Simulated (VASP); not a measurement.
**SrAlZnC6N6: single point with PBE**

The system is SrAlZnC6N6.

```xyz
15
Lattice="0.0000 5.3831 5.3831 5.3831 0.0000 5.3831 5.3831 5.3831 0.0000" Properties=species:S:1:pos:R:3 pbc="T T T"
Sr    2.6916    2.6916    2.6916
Al    0.0000    0.0000    0.0000
Zn    5.3831    5.3831    5.3831
C     2.0808    5.3831    5.3831
C     5.3831    8.6855    5.3831
C     5.3831    5.3831    8.6855
C     8.6855    5.3831    5.3831
C     5.3831    2.0808    5.3831
C     5.3831    5.3831    2.0808
N     3.2492    5.3831    5.3831
N     5.3831    7.5171    5.3831
N     5.3831    5.3831    7.5171
N     7.5171    5.3831    5.3831
N     5.3831    3.2492    5.3831
N     5.3831    5.3831    3.2492
```

| Property | Result |
| --- | --- |
| Program | VASP 6.6.1 |
| Task | single point |
| Functional | PBE |
| Potentials or basis | VASP PAW PBE potentials, release 64 (Sr_sv, Al, Zn, C, N) |
| Cutoff | 520 eV |
| k mesh | 4 × 4 × 4 |
| Occupations | gaussian, width 0.1 eV |
| Spin | collinear spin, ferromagnetic start |
| Starting moments | [0.0, 0.0, 0.0, 1.0, 1.0, 1.0, 1.0, 1.0, 1.0, 1.0, 1.0, 1.0, 1.0, 1.0, 1.0] μB |
| Dipole correction | no |
| Further INCAR settings | LREAL = Auto; ALGO = Normal; EDIFF = 1e-06; NBANDS = 56 |

- Pressure: 0.6 GPa
- Largest force: 0.337 eV/Å
- Net moment: 0.54 μB per cell
- Site moments: Sr +0.06; Al +0.00; Zn +0.00; C -0.00; N +0.01 μB
- Valence electrons inside the program's atomic spheres: Sr 7.77; Al 0.70; Zn 10.67; C 2.61; N 3.88

Forces on the atoms (eV/Å):
```
Sr   0.000  0.000  0.000
Al   0.000  0.000  0.000
Zn   0.000  0.000  0.000
C   -0.337  0.000  0.000
C    0.000  0.337  0.000
C    0.000  0.000  0.337
C    0.337  0.000  0.000
C    0.000 -0.337  0.000
C    0.000  0.000 -0.337
N    0.324  0.000  0.000
N    0.000 -0.324  0.000
N    0.000  0.000 -0.324
N   -0.324  0.000  0.000
N    0.000  0.324  0.000
N    0.000  0.000  0.324
```

Levels at points of the mesh, in eV from the Fermi level:
Spin up:
```tsv
k point	band 37	band 38	band 39	band 40	band 41	band 42	band 43	band 44
(0.00, 0.00, 0.00)	-5.56	-4.36	-4.36	-0.74	-0.02	-0.02	-0.02	1.05
(0.50, 0.00, 0.00)	-5.17	-4.81	-4.81	-0.11	0.35	0.39	0.39	1.11
(0.50, 0.50, 0.00)	-5.49	-4.98	-4.34	0.01	0.46	0.75	0.75	1.07
```
Spin down:
```csv
k point,band 35,band 36,band 37,band 38,band 39,band 40,band 41,band 42,band 43,band 44
"(0.00, 0.00, 0.00)",-5.54,-5.54,-5.54,-4.35,-4.35,-0.44,0.06,0.06,0.06,1.28
"(0.50, 0.00, 0.00)",-5.70,-5.16,-5.16,-4.80,-4.80,0.19,0.41,0.47,0.47,1.30
"(0.50, 0.50, 0.00)",-5.64,-5.54,-5.47,-4.97,-4.33,0.15,0.66,0.85,0.85,1.30
```

Wall time 16 min on 1 thread of Intel(R) Xeon(R) Platinum 8488C (Sapphire Rapids), on a shared host, peak memory 0.76 GiB.
